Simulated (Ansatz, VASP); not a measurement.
# Al3Cu2 in VASP and in Ansatz

File POSCAR:

```
Al3Cu2
1.0
    4.0919516368      0.0000000000      0.0000000000
   -2.0459758184      3.5437340685      0.0000000000
    0.0000000000      0.0000000000      4.9927787000
Al Cu
3 2
Direct
    0.0000000000      0.0000000000      0.0000000000
    0.3333333333      0.6666666667      0.3499253500
    0.6666666667      0.3333333333      0.6500746500
    0.3333333333      0.6666666667      0.8395121300
    0.6666666667      0.3333333333      0.1604878700
```

INCAR.step1

```
PREC     = Accurate       # precision mode
ENCUT    = 520            # plane-wave cutoff, eV
ISMEAR   = -5             # smearing method
SIGMA    = 0.1            # smearing width, eV
LREAL    = False          # projectors in reciprocal space
LASPH    = True           # aspherical terms in the spheres
NELM     = 80             # most SCF steps
NBANDS   = 24             # bands
GGA      = PE             # functional
ALGO     = Normal         # electronic algorithm
EDIFF    = 1E-4           # SCF threshold, eV
LWAVE    = True           # write WAVECAR
LCHARG   = False          # write CHGCAR
```

INCAR.step2

```
PREC     = Accurate       # precision mode
ENCUT    = 520            # plane-wave cutoff, eV
EDIFF    = 1E-7           # SCF threshold, eV
ISMEAR   = -5             # smearing method
SIGMA    = 0.1            # smearing width, eV
LREAL    = False          # projectors in reciprocal space
LASPH    = True           # aspherical terms in the spheres
NELM     = 80             # most SCF steps
ALGO     = Normal         # electronic algorithm
ISIF     = 2              # what is computed and relaxed
LWAVE    = False          # write WAVECAR
LCHARG   = False          # write CHGCAR
METAGGA  = R2SCAN         # meta-GGA
LMIXTAU  = True         
NBANDS   = 24             # bands
ISTART   = 1
```

Contents of KPOINTS:

```
regular mesh
0
Gamma
  12 12 8
```

Input for Ansatz:

```yaml
crystal:
  lattice:
    - [4.0919516368, 0.0, 0.0]
    - [-2.0459758184, 3.5437340685, 0.0]
    - [0.0, 0.0, 4.9927787]
  atoms:
    - { symbol: Al, position: [0.0, 0.0, 0.0] }
    - { symbol: Al, position: [0.3333333333, 0.6666666667, 0.34992535] }
    - { symbol: Al, position: [0.6666666667, 0.3333333333, 0.65007465] }
    - { symbol: Cu, position: [0.3333333333, 0.6666666667, 0.83951213] }
    - { symbol: Cu, position: [0.6666666667, 0.3333333333, 0.16048787] }
basis:
  ecutwfc: 500
kpoints:
  mp_grid: { grid: [12, 12, 8] }
hamiltonian:
  xc: r2scan
scf:
  occupations: { method: tetrahedron }
output:
  forces: true
  stress: true
  eigenvalues: true
```

Alike in both runs: task single point; functional r2SCAN; k mesh 12 × 12 × 8; occupations tetrahedron; no spin polarisation.

```csv
,VASP,Ansatz
version,VASP 6.6.1,Ansatz 0.2.0
potentials or method,"VASP PAW PBE potentials, release 64 (Al, Cu), cutoff 520 eV","scalar-relativistic, plane waves, PAW"
valence electrons in the cell,31,47
```

```tsv
	VASP	Ansatz	Ansatz less VASP
gap on the k mesh at the Fermi level (eV)	none	none	-
pressure (GPa)	0.3	0.4	+0.11
traceless stress, the component that is largest in VASP (GPa)	-0.47	-0.49	-0.025
rms of the force components (eV/Å)	0.008	0.008	+0.0006
```

VASP's potentials were made for PBE, not for r2SCAN. Atom by atom the forces differ by 0.002 eV/Å (rms over components). A gap of «none» marks a metal or a gap that the smearing closes. With one functional, cell and mesh, what is left measures potentials, basis and numerics. VASP's potentials hold 31 valence electrons a cell and Ansatz's 47, so a difference there can come from the potentials and not from the codes. Ansatz's warnings: band table not solved further, tetrahedron derivatives may miss energy slope.
